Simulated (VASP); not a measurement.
Set up this calculation in VASP 6.6.1, as the native input.

- Task: single point
- Functional: BLYP
- Dispersion: D4
- Potentials or basis: VASP PAW PBE potentials, release 64 (Co_sv, Si)
- Cutoff: 690 eV
- k mesh: 9 × 9 × 9
- Occupations: tetrahedron
- Spin: collinear spin, ferromagnetic start
- Starting moments: [4.0, 0.0, 0.0] μB
- Fixed moment: 4 μB
- Dipole correction: no
- Further INCAR settings: ALGO = Normal; EDIFF = 1e-06; NBANDS = 24

The structure of CoSi2 lies in POSCAR:

```
CoSi2
1.0
    0.0000000000      2.6418063740      2.6418063740
    2.6418063740      0.0000000000      2.6418063740
    2.6418063740      2.6418063740      0.0000000000
Co Si
1 2
Direct
    0.0000000000      0.0000000000      0.0000000000
    0.7500000000      0.7500000000      0.7500000000
    0.2500000000      0.2500000000      0.2500000000
```

The input as run:

INCAR

```
SYSTEM = CoSi2
PREC = Accurate ; ENCUT = 690
EDIFF = 1E-6 ; ISMEAR = -5
SIGMA = 0.05 ; LREAL = .FALSE.
LASPH = .TRUE. ; NELM = 200
ALGO = Normal ; ISIF = 2
LWAVE = .FALSE. ; LCHARG = .FALSE.
ISPIN = 2 ; MAGMOM = 4 0 0
LORBIT = 11 ; NUPDOWN = 4.0
LMAXMIX = 4 ; GGA = B5
ALDAX = 1.0 ; AGGAX = 1.0
AGGAC = 1.0 ; ALDAC = 0.0
IVDW = 13 ; VDW_S6 = 1.0
VDW_S8 = 2.34076671 ; VDW_A1 = 0.44488865
VDW_A2 = 4.0933009 ; NBANDS = 24
GGA_COMPAT = .FALSE.
```

KPOINTS

```
regular mesh
0
G
  9 9 9
  0 0 0
```

Potentials or basis: VASP PAW PBE potentials, release 64 (Co_sv, Si).

Run with:

```sh
$ cat potpaw_PBE.64/Co_sv/POTCAR potpaw_PBE.64/Si/POTCAR > POTCAR
$ mpirun -np 1 vasp_std > vasp.out
```

It gave:

```yaml
Pressure: 41.9 GPa
Net_moment: 4.00 μB per cell
Site_moments: Co +2.06; Si +0.35 μB
Valence_electrons_inside_the_program's_atomic_spheres: Co 15.27; Si 1.71
Dispersion_energy_per_atom: -0.929 eV
```

Caveat: the cell stands under pressure; the PAW data sets were made with another functional, which shifts forces and pressure a little; the total moment is fixed, so each spin has its own Fermi level and the state may be an excited one.

Run time: 72 s on 1 thread of Intel(R) Xeon(R) Platinum 8259CL CPU @ 2.50GHz (Skylake/Cascade Lake), with other jobs on the host, peak memory 0.24 GiB.
